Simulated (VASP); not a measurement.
A run of VASP 6.6.1 is set up as follows.

The input INCAR:

```
SYSTEM = KCl
ALGO = Normal ; EDIFF = 1E-7
ENCUT = 520 ; GGA = PE
ISIF = 2 ; ISMEAR = 0
LASPH = .True. ; LCHARG = .True.
LELF = .True. ; LREAL = .False.
LVHAR = .True. ; LWAVE = .False.
NBANDS = 15 ; NELM = 60
PREC = Accurate ; SIGMA = 0.01
```

File KPOINTS:

```
k-points
0
Gamma
  6 6 6
  0 0 0
```

File POSCAR:

```
KCl
1.0
    0.0000000000      3.6030269205      3.6030269205
    3.6030269205      0.0000000000      3.6030269205
    3.6030269205      3.6030269205      0.0000000000
K Cl
1 1
Direct
    0.0000000000      0.0000000000      0.0000000000
    0.2500000000      0.2500000000      0.2500000000
```

Potentials or basis: VASP PAW PBE potentials, release 64 (K_sv, Cl).

Command:

```bash
$ cat potpaw_PBE.64/K_sv/POTCAR potpaw_PBE.64/Cl/POTCAR > POTCAR
$ mpirun -np 1 vasp_std > vasp.out
```

Problem. Estimate the band gap on the k mesh.

Solution. 4.61 eV, indirect (least direct gap 4.63 eV).

Problem. What does it give for the pressure?

Solution. -0.6 GPa.

 A k mesh can miss the band edges.
